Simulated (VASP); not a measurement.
# Te2Mo in VASP: further runs, part 2 of 2

VASP 6.6.1. The steps go on from the part before.

## 3. Single point, PBE

INCAR reads:

```
PREC = Accurate
ENCUT = 500
EDIFF = 1E-6
ISMEAR = 0
SIGMA = 0.1
LREAL = False
LASPH = True
NELM = 120
ALGO = Normal
ISIF = 2
LWAVE = False
LCHARG = False
GGA = PE
NBANDS = 20
GGA_COMPAT = False
```

KPOINTS reads:

```
regular mesh
0
Gamma
  2 2 1
```

POSCAR reads:

```
Te2Mo
1.0
    3.5602328140      0.0000000000      0.0000000000
   -1.7801164070      3.0832520603      0.0000000000
    0.0000000000      0.0000000000     17.5240578200
Te Mo
2 1
Direct
    0.3333333333      0.6666666667      0.8978554500
    0.3333333333      0.6666666667      0.1021445500
    0.0000000000      0.0000000000      0.0000000000
```

Potentials or basis: VASP PAW PBE potentials, release 64 (Te, Mo_sv).

On the command line:

```sh
cat potpaw_PBE.64/Te/POTCAR potpaw_PBE.64/Mo_sv/POTCAR > POTCAR
mpirun -np 1 vasp_std > vasp.out
```

OUTCAR:

```text
PREC = Accurate
   ENCUT = 500
   EDIFF = 1E-6
   ISMEAR = 0
   LREAL = False
   LASPH = True
   NELM = 120
   ISIF = 2
   GGA = PE

 ion  position               nearest neighbor table
   1  0.333  0.667  0.898-   3 2.73   3 2.73   3 2.73   2 3.58
   2  0.333  0.667  0.102-   3 2.73   3 2.73   3 2.73   1 3.58
   3  0.000  0.000  0.000-   1 2.73   2 2.73   1 2.73   2 2.73   1 2.73   2 2.73

  LATTYP: Found a hexagonal cell.
 ALAT       =     3.5602328140
 C/A-ratio  =     4.9221662558

  Lattice vectors:

 A1 = (   3.5602328140,   0.0000000000,   0.0000000000)
 A2 = (  -1.7801164070,   3.0832520603,   0.0000000000)
 A3 = (   0.0000000000,   0.0000000000,  17.5240578200)

Analysis of symmetry for initial positions (statically):
=====================================================================
 Subroutine PRICEL returns:
 Original cell was already a primitive cell.

 Routine SETGRP: Setting up the symmetry group for a
 hexagonal supercell.

 Subroutine GETGRP returns: Found 12 space group operations
 (whereof 12 operations were pure point group operations)
 out of a pool of 24 trial point group operations.

The static configuration has the point symmetry D_3h.

Analysis of symmetry for dynamics (positions and initial velocities):
=====================================================================
 Subroutine PRICEL returns:
 Original cell was already a primitive cell.

 Routine SETGRP: Setting up the symmetry group for a
 hexagonal supercell.

 Subroutine GETGRP returns: Found 12 space group operations
 (whereof 12 operations were pure point group operations)
 out of a pool of 24 trial point group operations.

The dynamic configuration has the point symmetry D_3h.

 Subroutine INISYM returns: Found 12 space group operations
 (whereof 12 operations are pure point group operations),
 and found     1 'primitive' translations
[... 96 lines left out ...]
  Fermi-wavevector in a.u.,A,eV,Ry     =   0.840153  1.587660  9.603777  0.705858
  Thomas-Fermi vector in A             =   1.954489
   LORBIT       =      0    0 simple, 1 ext, 2 COOP (PROOUT), +10 PAW based schemes
   GGA     = PE    functional components
   LHFCALC =     F    Hartree Fock is set to
   AEXX    =    0.0000 exact exchange contribution
   IVDW    =     0    specifies the selected vdW correction
   LEPSILON=     F    determine dielectric tensor
   LRPA    =     F    only Hartree local field effects (RPA)
 non-spin polarized calculation
 Gauss-broadening in eV      SIGMA  =   0.10
  energy-cutoff  :      500.00
  volume of cell :      192.36
 maximum number of plane-waves:      4959
 NGX is ok and might be reduce to    28
   NGX = 13   NGY = 13   NGZ = 63

 number of electron      25.9999997 magnetization

 Free energy of the ion-electron system (eV)
  ---------------------------------------------------
  ext. energy  EPLUGINS =         0.00000000
  ---------------------------------------------------
  free energy    TOTEN  =       -17.32687901 eV

  energy without entropy =      -17.32687901  energy(sigma->0) =      -17.32687901

 E-fermi :   0.3687     XC(G=0):  -4.7587

 val. band max:       -0.2787499179   @ k =   0.0000   0.0000   0.0000
 cond. band min:       1.3380359944   @ k =   0.5000   0.0000   0.0000
 fundamental gap:      1.6167859122
 Fermi energy:         0.3687055616

 k-point     1 :       0.0000    0.0000    0.0000
  band No.  band energies     occupation
      1     -60.5630      2.00000
      2     -34.7164      2.00000
      3     -34.7164      2.00000
      4     -34.5314      2.00000
      5     -12.5658      2.00000
      6     -11.5834      2.00000
[... 12 lines left out ...]
     19       4.7884      0.00000
     20       5.6274      0.00000

 k-point     2 :       0.5000    0.0000    0.0000
  band No.  band energies     occupation
      1     -60.5546      2.00000
      2     -34.8314      2.00000
      3     -34.7434      2.00000
      4     -34.5050      2.00000
      5     -10.6496      2.00000
      6     -10.3152      2.00000
[... 12 lines left out ...]
     19       5.9643      0.00000
     20       6.5825      0.00000

------------------------ aborting loop because EDIFF is reached ----------------------------------------

  FORCE on cell =-STRESS in cart. coord.  units (eV):
  Direction    XX          YY          ZZ          XY          YZ          ZX
  --------------------------------------------------------------------------------------
  -------------------------------------------------------------------------------------
  Total        0.2993759      0.2993759      1.5454779      0.0000000      0.0000000     -0.0000000
  in kB        2.4934765      2.4934765     12.8721552      0.0000000      0.0000000     -0.0000000
  external PRESSURE =       5.9530361 kB  Pullay stress =       0.0000000 kB

 VOLUME and BASIS-vectors are now :
 -----------------------------------------------------------------------------
  energy-cutoff  :      500.00
  volume of cell :      192.36
      direct lattice vectors                 reciprocal lattice vectors
     3.560232814  0.000000000  0.000000000     0.280880508  0.162166437  0.000000000
    -1.780116407  3.083252060  0.000000000     0.000000000  0.324332873  0.000000000
     0.000000000  0.000000000 17.524057820     0.000000000  0.000000000  0.057064409

 POSITION                                       TOTAL-FORCE (eV/Angst)
 -----------------------------------------------------------------------------------
     -0.00000      2.05550     15.73407         0.000000     -0.000000     -0.433863
     -0.00000      2.05550      1.78999         0.000000     -0.000000      0.433863
      0.00000      0.00000      0.00000        -0.000000      0.000000      0.000000
 -----------------------------------------------------------------------------------
    total drift:                                0.000000     -0.000000     -0.000000

  FREE ENERGIE OF THE ION-ELECTRON SYSTEM (eV)
  ---------------------------------------------------
  free  energy   TOTEN  =       -17.3268790062 eV

  energy  without entropy=      -17.3268790062  energy(sigma->0) =      -17.32687901
```

stdout:

```text
POSCAR found type information on POSCAR TeMo
 POSCAR found :  2 types and       3 ions
 scaLAPACK will be used
 LDA part: xc-table for (Slater+PW92), standard interpolation
 POSCAR, INCAR and KPOINTS ok, starting setup
 FFT: planning ... GRIDC
 FFT: planning ... GRID_SOFT
 FFT: planning ... GRID
 WAVECAR not read
 entering main loop
```

It took 11 s on 1 thread of Intel Xeon 6975P-C (Granite Rapids), shared host; peak memory 0.28 GiB.

What came out:

```
Free energy            : -17.3269 eV
Largest force          : 0.434 eV/Å
Band gap on the k mesh : 1.62 eV, indirect (least direct gap 1.73 eV)
```

Forces on the atoms (eV/Å):
```
Te   0.000  0.000 -0.434
Te   0.000  0.000  0.434
Mo   0.000  0.000  0.000
```

Caveat: the k points lie up to 1.02 Å⁻¹ apart; spin-orbit coupling is left out, which moves the levels of the heavy elements.

## 4. Single point, PBE

INCAR reads:

```
ALGO     = Normal         # electronic algorithm
EDIFF    = 1E-6           # SCF threshold, eV
ENCUT    = 500            # plane-wave cutoff, eV
GGA      = PE             # functional
GGA_COMPAT= F            
ISIF     = 2              # what is computed and relaxed
ISMEAR   = 0              # smearing method
LASPH    = T              # aspherical terms in the spheres
LCHARG   = F              # write CHGCAR
LREAL    = F              # projectors in reciprocal space
LWAVE    = F              # write WAVECAR
NBANDS   = 20             # bands
NELM     = 120            # most SCF steps
PREC     = Accurate       # precision mode
SIGMA    = 0.1            # smearing width, eV
```

KPOINTS reads:

```
k-points
0
Gamma
  3 3 1
```

POSCAR is that of step 3.

On the command line:

```sh
cat potpaw_PBE.64/Te/POTCAR potpaw_PBE.64/Mo_sv/POTCAR > POTCAR
mpirun -np 1 vasp_std > vasp.out
```

Run time: 14 s. Hardware: 1 thread of Intel Xeon 6975P-C (Granite Rapids), shared host; peak memory 0.29 GiB.

Results (log left out):

| Quantity | Value |
| --- | --- |
| Free energy | -18.1433 eV |
| Largest force | 0.057 eV/Å |
| Band gap on the k mesh | 1.00 eV, direct |

Forces in eV/Å, atoms in the order of the input:
```
Te   0.000  0.000 -0.057
Te   0.000  0.000  0.057
Mo   0.000  0.000  0.000
```

Levels at points of the mesh, in eV from the valence-band top:
```
           k point  band 11  band 12  band 13  band 14  band 15  band 16
(0.00, 0.00, 0.00)    -0.98    -0.98    -0.49     2.93     2.93     3.24
```

Caveat: the k points lie up to 0.68 Å⁻¹ apart; spin-orbit coupling is left out, which moves the levels of the heavy elements.

## 5. Single point, PBEsol

INCAR reads:

```
SYSTEM = Te2Mo
  PREC = Accurate
  ENCUT = 500
  EDIFF = 1E-6
  ISMEAR = 0
  SIGMA = 0.1
  LREAL = .False.
  LASPH = .True.
  NELM = 120
  ALGO = Normal
  ISIF = 2
  LWAVE = .False.
  LCHARG = .False.
  GGA = PS
  NBANDS = 20
  GGA_COMPAT = .False.
```

KPOINTS reads:

```
Automatic mesh
0
Gamma
  3 3 1
  0 0 0
```

POSCAR is that of step 4.

On the command line:

```sh
cat potpaw_PBE.64/Te/POTCAR potpaw_PBE.64/Mo_sv/POTCAR > POTCAR
mpirun -np 1 vasp_std > vasp.out
```

Run time: 15 s. Hardware: 1 thread of Intel Xeon 6975P-C (Granite Rapids), shared host; peak memory 0.29 GiB.

The run converged. Its results:

```yaml
Free_energy: -19.7091 eV
Largest_force: 0.326 eV/Å
Band_gap_on_the_k_mesh: 0.99 eV, direct
```

Forces in eV/Å, atoms in the order of the input:
```
Te   0.000  0.000  0.326
Te   0.000  0.000 -0.326
Mo   0.000  0.000  0.000
```

Levels at points of the mesh, in eV from the valence-band top:
```csv
k point,band 11,band 12,band 13,band 14,band 15,band 16
"(0.00, 0.00, 0.00)",-0.97,-0.97,-0.49,2.94,2.94,3.25
```

Caveat: the k points lie up to 0.68 Å⁻¹ apart; the PAW data sets were made with another functional, which shifts forces and pressure a little; spin-orbit coupling is left out, which moves the levels of the heavy elements.

## 6. Summary

| level | k mesh | cutoff (eV) | gap on the mesh (eV) | largest force (eV/Å) |
| --- | --- | --- | --- | --- |
| PBE | 6 × 6 × 1 | 520 | 1.05 | 0.24 |
| PBE | 2 × 2 × 1 | 500 | 1.62 | 0.43 |
| PBE | 3 × 3 × 1 | 500 | 1.00 | 0.06 |
| PBEsol | 3 × 3 × 1 | 500 | 0.99 | 0.33 |

Alike in all rows: task single point; potentials or basis VASP PAW PBE potentials, release 64 (Te, Mo_sv); no spin polarisation; cell as given; smearing gaussian 0.1 eV.

Caveats: some runs use coarse meshes; spin-orbit coupling is left out, which moves the levels of the heavy elements; the PAW data sets were made with another functional, which shifts forces and pressure a little (some runs).

Absolute energies hang on the potentials; compare differences alone.
